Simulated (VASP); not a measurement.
Wanted: the native input for a VASP 6.6.1 run.

| Property | Result |
| --- | --- |
| Task | density of states |
| Functional | PBE |
| Potentials or basis | VASP PAW PBE potentials, release 64 (Nb_sv, Te) |
| Cutoff | 520 eV |
| k mesh | 8 × 8 × 8 |
| Occupations | fermi-dirac, width 0.05 eV |
| Spin | no spin polarisation |
| Dipole correction | no |
| k mesh for the DOS | 12 × 12 × 12 |
| Occupations for the DOS | tetrahedron |
| Further INCAR settings | ALGO = Normal; EDIFF = 1e-07; NBANDS = 16 |

The system is NbTe.

```xyz
2
Lattice="3.4257 0.0000 0.0000 0.0000 3.4257 0.0000 0.0000 0.0000 3.4257" Properties=species:S:1:pos:R:3 pbc="T T T"
Nb    1.7128    1.7128    1.7128
Te    0.0000    0.0000    0.0000
```

These files were run (other wordings do the same):

POSCAR

```
NbTe
1.0
    3.4257000000      0.0000000000      0.0000000000
    0.0000000000      3.4257000000      0.0000000000
    0.0000000000      0.0000000000      3.4257000000
Nb Te
1 1
Direct
    0.5000000000      0.5000000000      0.5000000000
    0.0000000000      0.0000000000      0.0000000000
```

INCAR.step1

```
SYSTEM = NbTe
PREC     = Accurate       ! precision mode
ENCUT    = 520            ! plane-wave cutoff, eV
EDIFF    = 1E-7           ! SCF threshold, eV
ISMEAR   = -1             ! smearing method
SIGMA    = 0.05           ! smearing width, eV
LREAL    = .FALSE.        ! projectors in reciprocal space
LASPH    = .TRUE.         ! aspherical terms in the spheres
NELM     = 100            ! most SCF steps
ALGO     = Normal         ! electronic algorithm
ISIF     = 2              ! what is computed and relaxed
LWAVE    = .FALSE.        ! write WAVECAR
LCHARG   = .TRUE.         ! write CHGCAR
LMAXMIX  = 4              ! l up to which the mixer works
GGA      = PE             ! functional
NBANDS   = 16             ! bands
```

KPOINTS.step1

```
regular mesh
0
G
  8 8 8
  0 0 0
```

INCAR.step2

```
SYSTEM = NbTe
PREC     = Accurate       ! precision mode
ENCUT    = 520            ! plane-wave cutoff, eV
EDIFF    = 1E-7           ! SCF threshold, eV
ISMEAR   = -5             ! smearing method
SIGMA    = 0.05           ! smearing width, eV
LREAL    = .FALSE.        ! projectors in reciprocal space
LASPH    = .TRUE.         ! aspherical terms in the spheres
NELM     = 100            ! most SCF steps
ALGO     = Normal         ! electronic algorithm
ISIF     = 2              ! what is computed and relaxed
LWAVE    = .FALSE.        ! write WAVECAR
LCHARG   = .FALSE.        ! write CHGCAR
LMAXMIX  = 4              ! l up to which the mixer works
GGA      = PE             ! functional
LORBIT   = 10             ! projections on sites
NBANDS   = 16             ! bands
NEDOS    = 2001           ! points of the DOS
ICHARG   = 11             ! starting density
```

KPOINTS.step2

```
regular mesh
0
G
  12 12 12
  0 0 0
```

Potentials or basis: VASP PAW PBE potentials, release 64 (Nb_sv, Te).

Run with:

```bash
$ cat potpaw_PBE.64/Nb_sv/POTCAR potpaw_PBE.64/Te/POTCAR > POTCAR
$ cp INCAR.step1 INCAR
$ cp KPOINTS.step1 KPOINTS
$ mpirun -np 1 vasp_std > vasp.out
$ cp INCAR.step2 INCAR
$ cp KPOINTS.step2 KPOINTS
$ mpirun -np 1 vasp_std > vasp.out
```

Results of the run:

| Item | Value |
| --- | --- |
| Valence electrons inside the program's atomic spheres | Nb 10.62; Te 3.45 |

Caveat: spin-orbit coupling is left out, which moves the levels of the heavy elements.

It took 48 s on 1 thread of AMD EPYC 7R13 Processor (Zen 3) (shared host), peak memory 0.16 GiB.
